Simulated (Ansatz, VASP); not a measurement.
## One calculation of Al3Au, two programs

```
Al Au
1.0
     2.88307    0.00000    0.00000
     0.00000    2.88307    0.00000
     0.00000    0.00000    7.81931
Al Au
3 1
Cartesian
  0.0000 0.0000 3.9097
  1.4415 1.4415 1.8947
  1.4415 1.4415 5.9246
  0.0000 0.0000 0.0000
```

Alike in both runs: functional r2SCAN; k mesh 14 × 14 × 6; occupations gaussian, width 0.1 eV; no spin polarisation.

Ansatz relaxed the structure, and its values are those at the end. VASP's run is a single point on that final structure, the one shown.

|  | VASP | Ansatz |
| --- | --- | --- |
| version | VASP 6.6.1 | Ansatz 0.2.0 |
| potentials or method | VASP PAW PBE potentials, release 64 (Al, Au), cutoff 520 eV | scalar-relativistic, plane waves, PAW |
| valence electrons in the cell | 20 | 28 |

VASP gave:

* gap on the k mesh at the Fermi level (eV): none
* pressure (GPa): -0.3

Question: Which values does Ansatz return?

Answer: gap on the k mesh at the Fermi level (eV): none; pressure (GPa): 0.0.

VASP's potentials were made for PBE, not for r2SCAN. A gap of «none» marks a metal or a gap that the smearing closes. VASP's potentials hold 20 valence electrons a cell and Ansatz's 28, so a difference there can come from the potentials and not from the codes.

Neither program's run includes spin-orbit coupling.
